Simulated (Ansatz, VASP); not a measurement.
**One calculation of Sb, two programs**

INCAR

```
SYSTEM = Sb
ALGO = Normal
EDIFF = 1E-7
ENCUT = 520
GGA = CA
ISIF = 2
ISMEAR = -1
LASPH = .True.
LCHARG = .False.
LREAL = .False.
LWAVE = .False.
NBANDS = 8
NELM = 60
PREC = Accurate
SIGMA = 0.05
```

File KPOINTS:

```
k-points
0
Gamma
  10 10 10
  0 0 0
```

POSCAR

```
Sb
1.0
   -1.9080431628      1.9080431628      1.9080431628
    1.9080431628     -1.9080431628      1.9080431628
    1.9080431628      1.9080431628     -1.9080431628
Sb
1
Direct
    0.0000000000      0.0000000000      0.0000000000
```

Contents of input.yaml:

```yaml
crystal:
  lattice:
    - [-1.9080431628, 1.9080431628, 1.9080431628]
    - [1.9080431628, -1.9080431628, 1.9080431628]
    - [1.9080431628, 1.9080431628, -1.9080431628]
  atoms:
    - { symbol: Sb, position: [0.0, 0.0, 0.0] }
kpoints:
  mp_grid: { grid: [10, 10, 10] }
scf:
  occupations: { method: fermi_dirac, width: 0.05 }
hamiltonian:
  xc: lda
  pseudopotentials: { kind: all_electron, lapw: { basis_error: 0.001 } }
output:
  forces: true
  stress: true
  eigenvalues: true
```

Change from the starting cell: volume scaled by 1.06.

Alike in both runs: task single point; functional LDA; k mesh 10 × 10 × 10; occupations fermi-dirac, width 0.05 eV; no spin polarisation.

```csv
,VASP,Ansatz
version,VASP 6.6.1,Ansatz 0.2.0
potentials or method,"VASP PAW LDA potentials, release 64 (Sb), cutoff 520 eV","all-electron LAPW, scalar-relativistic"
```

|  | VASP | Ansatz | Ansatz less VASP |
| --- | --- | --- | --- |
| gap on the k mesh at the Fermi level (eV) | none | none | - |
| pressure (GPa) | -4.5 | -4.5 | -0.03 |

LDA's correlation is that of Perdew and Zunger in VASP and of Perdew and Wang (1992) in Ansatz. A gap of «none» marks a metal or a gap that the smearing closes. Ansatz ran all-electron here, and VASP with PAW potentials.

Neither program's run includes spin-orbit coupling.
